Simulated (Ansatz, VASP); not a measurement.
**B4AsRu in VASP and in Ansatz**

```
B As Ru
1.0
     0.00000    3.05143    3.05143
     3.05143    0.00000    3.05143
     3.05143    3.05143    0.00000
B As Ru
4 1 1
Direct
  0.92402 0.35866 0.35866
  0.35866 0.35866 0.35866
  0.35866 0.92402 0.35866
  0.35866 0.35866 0.92402
  0.00000 0.00000 0.00000
  0.75000 0.75000 0.75000
```

Change from the starting cell: species swapped into the CeYRh4 type (F-43m, No. 216).

Alike in both runs: functional PBE; k mesh 4 × 4 × 4; occupations gaussian, width 0.1 eV; no spin polarisation.

Ansatz relaxed the structure, and its values are those at the end. VASP's run is a single point on that final structure, the one shown.

```csv
,VASP,Ansatz
version,VASP 6.6.1,Ansatz 0.2.0
potentials or method,"VASP PAW PBE potentials, release 64 (B, As, Ru_pv), cutoff 520 eV","scalar-relativistic, plane waves, PAW"
valence electrons in the cell,31,43
```

Ansatz gave:

| Item | Value |
| --- | --- |
| gap on the k mesh at the Fermi level (eV) | none |
| pressure (GPa) | 0.0 |

Question: What did VASP give for the same quantities?

Answer: gap on the k mesh at the Fermi level (eV): none; pressure (GPa): 0.3.

A gap of «none» marks a metal or a gap that the smearing closes. With one functional, cell and mesh, what is left measures potentials, basis and numerics. VASP's potentials hold 31 valence electrons a cell and Ansatz's 43, so a difference there can come from the potentials and not from the codes.

The k mesh is coarse, so the values compare programs but aren't converged.
